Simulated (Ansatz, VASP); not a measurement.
## One calculation of TiSi2, two programs

```
Ti Si
1.0
     1.76511   -6.75928    0.00000
     1.76511    6.75928    0.00000
     0.00000    0.00000    3.56517
Ti Si
2 4
Direct
  0.89688 0.10312 0.75000
  0.10312 0.89688 0.25000
  0.55825 0.44175 0.75000
  0.44175 0.55825 0.25000
  0.24969 0.75031 0.75000
  0.75031 0.24969 0.25000
```

Alike in both runs: task single point; functional r2SCAN; k mesh 6 × 6 × 6; occupations gaussian, width 0.1 eV; no spin polarisation.

|  | VASP | Ansatz |
| --- | --- | --- |
| version | VASP 6.6.1 | Ansatz 0.2.0 |
| potentials or method | VASP PAW PBE potentials, release 64 (Ti_sv, Si), cutoff 520 eV | scalar-relativistic, plane waves, PAW |
| valence electrons in the cell | 40 | 40 |

VASP gave:

```
gap on the k mesh at the Fermi level (eV)                     : none
pressure (GPa)                                                : 0.2
traceless stress, the component that is largest in VASP (GPa) : -0.27
rms of the force components (eV/Å)                            : 0.018
```

Q: Estimate Ansatz's values.

A: gap on the k mesh at the Fermi level (eV): none; pressure (GPa): 0.0; traceless stress, the component that is largest in VASP (GPa): -0.18; rms of the force components (eV/Å): 0.022.

VASP's potentials were made for PBE, not for r2SCAN. Atom by atom the forces differ by 0.005 eV/Å (rms over components). A gap of «none» marks a metal or a gap that the smearing closes.
